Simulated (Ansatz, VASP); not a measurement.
TaN: VASP beside Ansatz

```xyz
6
Lattice="5.2085 0.0000 0.0000 -2.6042 4.5107 0.0000 0.0000 0.0000 2.9147" Properties=species:S:1:pos:R:3 pbc="T T T"
Ta    0.0000    0.0000    0.0000
Ta    0.0000    3.0071    1.4574
Ta    2.6042    1.5036    1.4574
N     2.0438    0.0000    0.0000
N     1.5824    2.7407    0.0000
N    -1.0219    1.7700    0.0000
```

Alike in both runs: task single point; functional r2SCAN; k mesh 6 × 6 × 6; occupations gaussian, width 0.1 eV; no spin polarisation.

```csv
,VASP,Ansatz
version,VASP 6.6.1,Ansatz 0.2.0
potentials or method,"VASP PAW PBE potentials, release 64 (Ta_pv, N), cutoff 520 eV","scalar-relativistic, plane waves, PAW"
valence electrons in the cell,48,54
```

VASP gave:

* gap on the k mesh at the Fermi level (eV): none
* pressure (GPa): -0.1
* traceless stress, the component that is largest in VASP (GPa): -0.91
* rms of the force components (eV/Å): 0.004

Which values does Ansatz return?

gap on the k mesh at the Fermi level (eV): none; pressure (GPa): -1.6; traceless stress, the component that is largest in VASP (GPa): -0.79; rms of the force components (eV/Å): 0.003.

VASP's potentials were made for PBE, not for r2SCAN. Atom by atom the forces differ by 0.000 eV/Å (rms over components). A gap of «none» marks a metal or a gap that the smearing closes. The functional is the same, so the differences come from potentials, cutoffs and numerics. VASP's potentials hold 48 valence electrons a cell and Ansatz's 54, so a difference there can come from the potentials and not from the codes.

Neither program's run includes spin-orbit coupling.
